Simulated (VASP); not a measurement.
# NaF (Fm-3m) in VASP: further runs

The runs below take NaF through single point, with PBE, LDA.

Program: VASP 6.6.1. These are calculated values, not measurements. Logs are shortened: lines on timing, memory, paths and dates and some standing lists are left out, and cuts for length are marked.

## (1) The cell of the first run

The structure is cubic, space group Fm-3m (No. 225). Conventional cell: a = 4.594 Å, b = 4.594 Å, c = 4.594 Å, α = 90.00°, β = 90.00°, γ = 90.00°. Within 3.0 Å of Na (site symmetry m-3m) lie 6 F at 2.30 Å. F (site symmetry m-3m) has 6 Na at 2.30 Å within 3.0 Å.

## (2) Single point, PBE

INCAR

```
PREC = Accurate ; ENCUT = 520
EDIFF = 1E-6 ; ISMEAR = 0
SIGMA = 0.01 ; LREAL = False
LASPH = True ; NELM = 80
ALGO = Normal ; ISIF = 2
LWAVE = False ; LCHARG = False
GGA = PE ; NBANDS = 14
```

KPOINTS

```
regular mesh
0
Gamma
  6 6 6
```

POSCAR

```
NaF
1.0
    0.0000000000      2.2971680712      2.2971680712
    2.2971680712      0.0000000000      2.2971680712
    2.2971680712      2.2971680712      0.0000000000
Na F
1 1
Direct
    0.0000000000      0.0000000000      0.0000000000
    0.5000000000      0.5000000000      0.5000000000
```

Potentials or basis: VASP PAW PBE potentials, release 64 (Na_pv, F).

Command:

```
> cat potpaw_PBE.64/Na_pv/POTCAR potpaw_PBE.64/F/POTCAR > POTCAR
> mpirun -np 1 vasp_std > vasp.out
```

OUTCAR:

```text
PREC = Accurate
   ENCUT = 520
   EDIFF = 1E-6
   ISMEAR = 0
   LREAL = False
   LASPH = True
   NELM = 80
   ISIF = 2
   GGA = PE

 ion  position               nearest neighbor table
   1  0.000  0.000  0.000-   2 2.30   2 2.30   2 2.30   2 2.30   2 2.30   2 2.30
   2  0.500  0.500  0.500-   1 2.30   1 2.30   1 2.30   1 2.30   1 2.30   1 2.30

  LATTYP: Found a face centered cubic cell.
 ALAT       =     4.5943361424

  Lattice vectors:

 A1 = (   0.0000000000,   2.2971680712,   2.2971680712)
 A2 = (   2.2971680712,   0.0000000000,   2.2971680712)
 A3 = (   2.2971680712,   2.2971680712,   0.0000000000)

Analysis of symmetry for initial positions (statically):
=====================================================================
 Subroutine PRICEL returns:
 Original cell was already a primitive cell.

 Routine SETGRP: Setting up the symmetry group for a
 face centered cubic supercell.

 Subroutine GETGRP returns: Found 48 space group operations
 (whereof 48 operations were pure point group operations)
 out of a pool of 48 trial point group operations.

The static configuration has the point symmetry O_h .

Analysis of symmetry for dynamics (positions and initial velocities):
=====================================================================
 Subroutine PRICEL returns:
 Original cell was already a primitive cell.

 Routine SETGRP: Setting up the symmetry group for a
 face centered cubic supercell.

 Subroutine GETGRP returns: Found 48 space group operations
 (whereof 48 operations were pure point group operations)
 out of a pool of 48 trial point group operations.

The dynamic configuration has the point symmetry O_h .

 Subroutine INISYM returns: Found 48 space group operations
 (whereof 48 operations are pure point group operations),
 and found     1 'primitive' translations

----------------------------------------------------------------------------------------

                                     Primitive cell

  volume of cell :      24.2442

  direct lattice vectors                    reciprocal lattice vectors
     0.000000000  2.297168071  2.297168071    -0.217659302  0.217659302  0.217659302
     2.297168071  0.000000000  2.297168071     0.217659302 -0.217659302  0.217659302
     2.297168071  2.297168071  0.000000000     0.217659302  0.217659302 -0.217659302

  length of vectors
     3.248686241  3.248686241  3.248686241     0.376996971  0.376996971  0.376996971

  position of ions in fractional coordinates (direct lattice)
     0.000000000  0.000000000  0.000000000
     0.500000000  0.500000000  0.500000000

  ion indices of the primitive-cell ions
   primitive index   ion index
                 1           1
                 2           2

----------------------------------------------------------------------------------------

 KPOINTS: regular mesh

Automatic generation of k-mesh.
 Grid dimensions read from file:
 generate k-points for:    6    6    6

 Generating k-lattice:

  Cartesian coordinates                     Fractional coordinates (reciprocal lattice)
    -0.036276550  0.036276550  0.036276550     0.166666667  0.000000000  0.000000000
     0.036276550 -0.036276550  0.036276550     0.000000000  0.166666667  0.000000000
     0.036276550  0.036276550 -0.036276550     0.000000000  0.000000000  0.166666667

  Length of vectors
     0.062832828  0.062832828  0.062832828

  Shift w.r.t. Gamma in fractional coordinates (k-lattice)
     0.000000000  0.000000000  0.000000000

 Subroutine IBZKPT returns following result:
 ===========================================

 Found     16 irreducible k-points:

 Following reciprocal coordinates:
            Coordinates               Weight
  0.000000  0.000000  0.000000      1.000000
  0.166667  0.000000  0.000000      8.000000
  0.333333  0.000000  0.000000      8.000000
  0.500000  0.000000  0.000000      4.000000
  0.166667  0.166667  0.000000      6.000000
  0.333333  0.166667  0.000000     24.000000
[... 8 lines left out ...]
 -0.333333  0.333333  0.166667     24.000000
 -0.333333  0.500000  0.166667     12.000000
   k-points           NKPTS =     16   k-points in BZ     NKDIM =     16   number of bands    NBANDS=     14
   number of dos      NEDOS =    301   number of ions     NIONS =      2
   total plane-waves  NPLWV =  13824
   dimension x,y,z NGX =    24 NGY =   24 NGZ =   24
   dimension x,y,z NGXF=    48 NGYF=   48 NGZF=   48
   ions per type =               1   1
   NGX,Y,Z   is equivalent  to a cutoff of  12.28, 12.28, 12.28 a.u.
   NGXF,Y,Z  is equivalent  to a cutoff of  24.56, 24.56, 24.56 a.u.
 SYSTEM =  unknown system
   PREC   = accura    normal or accurate (medium, high low for compatibility)
   ISTART =      0    job   : 0-new  1-cont  2-samecut
   ICHARG =      2    charge: 1-file 2-atom 10-const
   ISPIN  =      1    spin polarized calculation?
   LNONCOLLINEAR =      F non collinear calculations
   LSORBIT =      F    spin-orbit coupling
   LASPH  =      T    aspherical Exc in radial PAW
   ENCUT  =  520.0 eV  38.22 Ry    6.18 a.u.   6.04  6.04  6.04*2*pi/ulx,y,z
   NELM   =     80;   NELMIN=  2; NELMDL= -5     # of ELM steps
   EDIFF  = 0.1E-05   stopping-criterion for ELM
   LREAL  =      F    real-space projection
   EDIFFG = 0.1E-04   stopping-criterion for IOM
   NSW    =      0    number of steps for IOM
   IBRION =     -1    ionic relax: 0-MD 1-quasi-New 2-CG
   NFREE  =      0    steps in history (QN), initial steepest desc. (CG)
   ISIF   =      2    stress and relaxation
   ISYM   =      2    0-nonsym 1-usesym 2-fastsym
   POTIM  = 0.5000    time-step for ionic-motion
   TEBEG  =    0.0;   TEEND  =   0.0 temperature during run
   PSTRESS=    0.0 pullay stress
   NELECT =      14.0000    total number of electrons
   NUPDOWN=      -1.0000    fix difference up-down
   EMIN   =  10.00;   EMAX   =-10.00  energy-range for DOS
   EFERMI =   0.00;   METHOD = LEGACY
   ISMEAR =     0;   SIGMA  =   0.01  broadening in eV -4-tet -1-fermi 0-gaus
   EFERMI_NEDOS =   21; number of points for ismear=-14 and -15
   IALGO  =     38    algorithm
   IMIX   =      4    mixing-type and parameters
     AMIX     =   0.40;   BMIX     =  1.00
     AMIX_MAG =   1.60;   BMIX_MAG =  1.00
  volume/ion in A,a.u.               =      12.12        81.80
  Fermi-wavevector in a.u.,A,eV,Ry     =   1.363269  2.576204 25.286442  1.858501
  Thomas-Fermi vector in A             =   2.489686
   LORBIT       =      0    0 simple, 1 ext, 2 COOP (PROOUT), +10 PAW based schemes
   GGA     = PE    functional components
   LHFCALC =     F    Hartree Fock is set to
   AEXX    =    0.0000 exact exchange contribution
   IVDW    =     0    specifies the selected vdW correction
   LEPSILON=     F    determine dielectric tensor
   LRPA    =     F    only Hartree local field effects (RPA)
 non-spin polarized calculation
 Gauss-broadening in eV      SIGMA  =   0.01
  energy-cutoff  :      520.00
  volume of cell :       24.24
 maximum number of plane-waves:       660
   NGX = 13   NGY = 13   NGZ = 13

 number of electron      13.9999992 magnetization

 Free energy of the ion-electron system (eV)
  ---------------------------------------------------
  ext. energy  EPLUGINS =         0.00000000
  ---------------------------------------------------
  free energy    TOTEN  =        -8.54956452 eV

  energy without entropy =       -8.54956452  energy(sigma->0) =       -8.54956452

 E-fermi :  -1.8044     XC(G=0):  -9.2791

 val. band max:       -1.9696245621   @ k =   0.0000   0.0000   0.0000
 cond. band min:       4.4710299986   @ k =   0.0000   0.0000   0.0000
 fundamental gap:      6.4406545607
 Fermi energy:        -1.8044344530

 k-point     1 :       0.0000    0.0000    0.0000
  band No.  band energies     occupation
      1     -21.1875      2.00000
      2     -20.8402      2.00000
      3     -20.8402      2.00000
      4     -20.8402      2.00000
      5      -1.9696      2.00000
      6      -1.9696      2.00000
      7      -1.9696      2.00000
      8       4.4710      0.00000
      9      17.1916      0.00000
     10      17.1916      0.00000
     11      17.1917      0.00000
     12      20.1069      0.00000
     13      22.3139      0.00000
     14      22.3139      0.00000

 k-point     2 :       0.1667    0.0000    0.0000
  band No.  band energies     occupation
      1     -21.4486      2.00000
      2     -20.8435      2.00000
      3     -20.8435      2.00000
      4     -20.5424      2.00000
      5      -2.4713      2.00000
      6      -2.0379      2.00000
      7      -2.0379      2.00000
      8       5.4145      0.00000
      9      14.7031      0.00000
     10      17.6139      0.00000
     11      17.6139      0.00000
     12      21.4933      0.00000
     13      21.4933      0.00000
     14      22.6229      0.00000

 k-point     3 :       0.3333    0.0000    0.0000
  band No.  band energies     occupation
      1     -21.7064      2.00000
      2     -20.8500      2.00000
      3     -20.8500      2.00000
      4     -20.2089      2.00000
      5      -3.2729      2.00000
      6      -2.1716      2.00000
      7      -2.1716      2.00000
      8       7.4228      0.00000
      9      12.2016      0.00000
     10      18.2886      0.00000
     11      18.2886      0.00000
     12      21.0181      0.00000
     13      21.0181      0.00000
     14      22.4728      0.00000
[... 188 lines left out ...]
 k-point    15 :      -0.3333    0.3333    0.1667
  band No.  band energies     occupation
      1     -21.5203      2.00000
      2     -20.9225      2.00000
      3     -20.8967      2.00000
      4     -20.3079      2.00000
      5      -3.1403      2.00000
      6      -2.7216      2.00000
      7      -2.3986      2.00000
      8      10.6099      0.00000
      9      11.1354      0.00000
     10      14.4627      0.00000
     11      16.3389      0.00000
     12      20.9843      0.00000
     13      21.6958      0.00000
     14      26.3515      0.00000

 k-point    16 :      -0.3333    0.5000    0.1667
  band No.  band energies     occupation
      1     -21.3182      2.00000
      2     -20.9693      2.00000
      3     -20.9216      2.00000
      4     -20.4693      2.00000
      5      -3.0830      2.00000
      6      -2.6379      2.00000
      7      -2.5202      2.00000
      8      11.4126      0.00000
      9      11.4278      0.00000
     10      12.8931      0.00000
     11      16.0645      0.00000
     12      19.8189      0.00000
     13      24.4140      0.00000
     14      24.4810      0.00000

------------------------ aborting loop because EDIFF is reached ----------------------------------------

  FORCE on cell =-STRESS in cart. coord.  units (eV):
  Direction    XX          YY          ZZ          XY          YZ          ZX
  --------------------------------------------------------------------------------------
  -------------------------------------------------------------------------------------
  Total        0.5299154      0.5299154      0.5299154      0.0000000      0.0000000      0.0000000
  in kB       35.0194081     35.0194081     35.0194081      0.0000000      0.0000000      0.0000000
  external PRESSURE =      35.0194081 kB  Pullay stress =       0.0000000 kB

 VOLUME and BASIS-vectors are now :
 -----------------------------------------------------------------------------
  energy-cutoff  :      520.00
  volume of cell :       24.24
      direct lattice vectors                 reciprocal lattice vectors
     0.000000000  2.297168071  2.297168071    -0.217659302  0.217659302  0.217659302
     2.297168071  0.000000000  2.297168071     0.217659302 -0.217659302  0.217659302
     2.297168071  2.297168071  0.000000000     0.217659302  0.217659302 -0.217659302

 POSITION                                       TOTAL-FORCE (eV/Angst)
 -----------------------------------------------------------------------------------
      0.00000      0.00000      0.00000         0.000000     -0.000000      0.000000
      2.29717      2.29717      2.29717        -0.000000      0.000000     -0.000000
 -----------------------------------------------------------------------------------
    total drift:                                0.000000     -0.000000      0.000000

  FREE ENERGIE OF THE ION-ELECTRON SYSTEM (eV)
  ---------------------------------------------------
  free  energy   TOTEN  =        -8.5495645233 eV

  energy  without entropy=       -8.5495645233  energy(sigma->0) =       -8.54956452
```

Wall time 2.1 s (1 thread of Intel Xeon 6975P-C (Granite Rapids), shared host); peak memory 0.13 GiB.

What came out:

```
Free energy            : -8.5496 eV
Pressure               : 3.5 GPa
Band gap on the k mesh : 6.44 eV, direct
```

## (3) Single point, PBE

INCAR

```
SYSTEM = NaF
PREC = Accurate
ENCUT = 520
EDIFF = 1E-7
ISMEAR = 0
SIGMA = 0.01
LREAL = .FALSE.
LASPH = .TRUE.
NELM = 60
ALGO = Normal
ISIF = 2
LWAVE = .FALSE.
LCHARG = .FALSE.
GGA = PE
NBANDS = 14
```

KPOINTS

```
regular mesh
0
G
  6 6 6
  0 0 0
```

POSCAR is that of step 2.

Potentials or basis: VASP PAW PBE potentials, release 64 (Na_pv, F).

Command:

```
> cat potpaw_PBE.64/Na_pv/POTCAR potpaw_PBE.64/F/POTCAR > POTCAR
> mpirun -np 1 vasp_std > vasp.out
```

It took 2.3 s on 1 thread of Intel Xeon 6975P-C (Granite Rapids), shared host; peak memory 0.13 GiB.

Results (log left out):

| Property | Result |
| --- | --- |
| Free energy | -8.5496 eV |
| Pressure | 3.5 GPa |
| Band gap on the k mesh | 6.44 eV, direct |

Levels at points of the mesh, in eV from the valence-band top:
```csv
k point,band 4,band 5,band 6,band 7,band 8,band 9,band 10,band 11
"(0.00, 0.00, 0.00)",-18.87,0.00,0.00,0.00,6.44,19.16,19.16,19.16
"(0.50, 0.00, 0.00)",-18.11,-1.64,-0.27,-0.27,10.94,12.69,20.39,20.39
"(0.50, 0.50, 0.00)",-18.93,-1.31,-0.42,-0.42,13.37,13.39,13.86,20.11
```

## (4) Single point, LDA

INCAR

```
SYSTEM = NaF
ALGO = Normal
EDIFF = 1E-7
ENCUT = 520
ISIF = 2
ISMEAR = 0
LASPH = .TRUE.
LCHARG = .TRUE.
LELF = .TRUE.
LREAL = .FALSE.
LVHAR = .TRUE.
LWAVE = .FALSE.
NBANDS = 14
NELM = 80
PREC = Accurate
SIGMA = 0.01
```

KPOINTS

```
k-points
0
G
  6 6 6
  0 0 0
```

POSCAR is that of step 3.

Potentials or basis: VASP PAW LDA potentials, release 64 (Na_pv, F).

Command:

```
> cat potpaw_LDA.64/Na_pv/POTCAR potpaw_LDA.64/F/POTCAR > POTCAR
> mpirun -np 1 vasp_std > vasp.out
```

OUTCAR:

```text
SYSTEM = NaF
   EDIFF = 1E-7
   ENCUT = 520
   ISIF = 2
   ISMEAR = 0
   LASPH = .TRUE.
   LREAL = .FALSE.
   NELM = 80
   PREC = Accurate

 ion  position               nearest neighbor table
   1  0.000  0.000  0.000-   2 2.30   2 2.30   2 2.30   2 2.30   2 2.30   2 2.30
   2  0.500  0.500  0.500-   1 2.30   1 2.30   1 2.30   1 2.30   1 2.30   1 2.30

  LATTYP: Found a face centered cubic cell.
 ALAT       =     4.5943361424

  Lattice vectors:

 A1 = (   0.0000000000,   2.2971680712,   2.2971680712)
 A2 = (   2.2971680712,   0.0000000000,   2.2971680712)
 A3 = (   2.2971680712,   2.2971680712,   0.0000000000)

Analysis of symmetry for initial positions (statically):
=====================================================================
 Subroutine PRICEL returns:
 Original cell was already a primitive cell.

 Routine SETGRP: Setting up the symmetry group for a
 face centered cubic supercell.

 Subroutine GETGRP returns: Found 48 space group operations
 (whereof 48 operations were pure point group operations)
 out of a pool of 48 trial point group operations.

[... 165 lines left out ...]
      4     -21.0847      2.00000
      5      -2.3981      2.00000
      6      -2.3981      2.00000
      7      -2.3981      2.00000
      8       3.6952      0.00000
      9      16.3142      0.00000
     10      16.3142      0.00000
     11      16.3142      0.00000
     12      19.1794      0.00000
     13      21.4374      0.00000
     14      21.4374      0.00000
[... 241 lines left out ...]
      1     -21.4683      2.00000
      2     -21.2233      2.00000
      3     -21.1720      2.00000
      4     -20.5582      2.00000
      5      -3.5613      2.00000
      6      -3.0956      2.00000
      7      -2.9721      2.00000
      8      10.5519      0.00000
      9      10.5651      0.00000
     10      12.0882      0.00000
     11      15.2439      0.00000
     12      18.9308      0.00000
     13      23.6021      0.00000
     14      23.6225      0.00000

------------------------ aborting loop because EDIFF is reached ----------------------------------------

  FORCE on cell =-STRESS in cart. coord.  units (eV):
  Direction    XX          YY          ZZ          XY          YZ          ZX
  --------------------------------------------------------------------------------------
  -------------------------------------------------------------------------------------
  Total       -0.4960920     -0.4960920     -0.4960920      0.0000000      0.0000000     -0.0000000
  in kB      -32.7841914    -32.7841914    -32.7841914      0.0000000      0.0000000     -0.0000000
  external PRESSURE =     -32.7841914 kB  Pullay stress =       0.0000000 kB

 VOLUME and BASIS-vectors are now :
 -----------------------------------------------------------------------------
  energy-cutoff  :      520.00
  volume of cell :       24.24
      direct lattice vectors                 reciprocal lattice vectors
     0.000000000  2.297168071  2.297168071    -0.217659302  0.217659302  0.217659302
     2.297168071  0.000000000  2.297168071     0.217659302 -0.217659302  0.217659302
     2.297168071  2.297168071  0.000000000     0.217659302  0.217659302 -0.217659302

 POSITION                                       TOTAL-FORCE (eV/Angst)
 -----------------------------------------------------------------------------------
      0.00000      0.00000      0.00000         0.000000      0.000000     -0.000000
      2.29717      2.29717      2.29717         0.000000     -0.000000      0.000000
 -----------------------------------------------------------------------------------
    total drift:                                0.000000     -0.000000      0.000000

  FREE ENERGIE OF THE ION-ELECTRON SYSTEM (eV)
  ---------------------------------------------------
  free  energy   TOTEN  =        -9.3194636885 eV

  energy  without entropy=       -9.3194636885  energy(sigma->0) =       -9.31946369
```

OSZICAR:

```text
N       E                     dE             d eps       ncg     rms          rms(c)
DAV:   1     0.103995239473E+03    0.10400E+03   -0.78589E+03   448   0.122E+03
DAV:   2    -0.526577940819E+01   -0.10926E+03   -0.10141E+03   490   0.323E+02
DAV:   3    -0.101317225870E+02   -0.48659E+01   -0.48569E+01   568   0.646E+01
DAV:   4    -0.101651418010E+02   -0.33419E-01   -0.33418E-01   502   0.587E+00
DAV:   5    -0.101654537937E+02   -0.31199E-03   -0.31199E-03   574   0.551E-01    0.508E+00
DAV:   6    -0.936391800160E+01    0.80154E+00   -0.28009E+00   532   0.151E+01    0.179E+00
DAV:   7    -0.933508505861E+01    0.28833E-01   -0.36546E-02   448   0.198E+00    0.977E-01
DAV:   8    -0.931951599591E+01    0.15569E-01   -0.22757E-02   520   0.314E+00    0.148E-01
DAV:   9    -0.931960513891E+01   -0.89143E-04   -0.27170E-03   550   0.464E-01    0.114E-01
DAV:  10    -0.931946306018E+01    0.14208E-03   -0.62498E-04   514   0.245E-01    0.628E-03
DAV:  11    -0.931946387360E+01   -0.81341E-06   -0.25352E-05   502   0.855E-02    0.462E-03
DAV:  12    -0.931946369253E+01    0.18107E-06   -0.99676E-07   520   0.121E-02    0.681E-04
DAV:  13    -0.931946368853E+01    0.39918E-08   -0.85456E-08   254   0.314E-03
   1 F= -.93194637E+01 E0= -.93194637E+01  d E =-.795668-109
```

stdout:

```text
POSCAR found type information on POSCAR NaF
 POSCAR found :  2 types and       2 ions
 scaLAPACK will be used
 LDA part: xc-table for (Slater(with rela. corr.)+CA(PZ))
 , standard interpolation
 POSCAR, INCAR and KPOINTS ok, starting setup
 FFT: planning ... GRIDC
 FFT: planning ... GRID_SOFT
 FFT: planning ... GRID
 WAVECAR not read
 entering main loop
```

Wall time 1.9 s (1 thread of Intel Xeon 6975P-C (Granite Rapids), shared host); peak memory 0.12 GiB.

Results:

| Quantity | Value |
| --- | --- |
| Free energy | -9.3195 eV |
| Pressure | -3.3 GPa |
| Band gap on the k mesh | 6.09 eV, direct |

Levels at points of the mesh, in eV from the valence-band top:
```tsv
k point	band 4	band 5	band 6	band 7	band 8	band 9	band 10	band 11
(0.00, 0.00, 0.00)	-18.69	0.00	0.00	0.00	6.09	18.71	18.71	18.71
(0.50, 0.00, 0.00)	-17.76	-1.72	-0.28	-0.28	10.54	12.31	19.94	19.94
(0.50, 0.50, 0.00)	-18.51	-1.37	-0.43	-0.43	12.92	12.96	13.49	19.65
```

As with any semilocal functional, this LDA gap is likely too small.
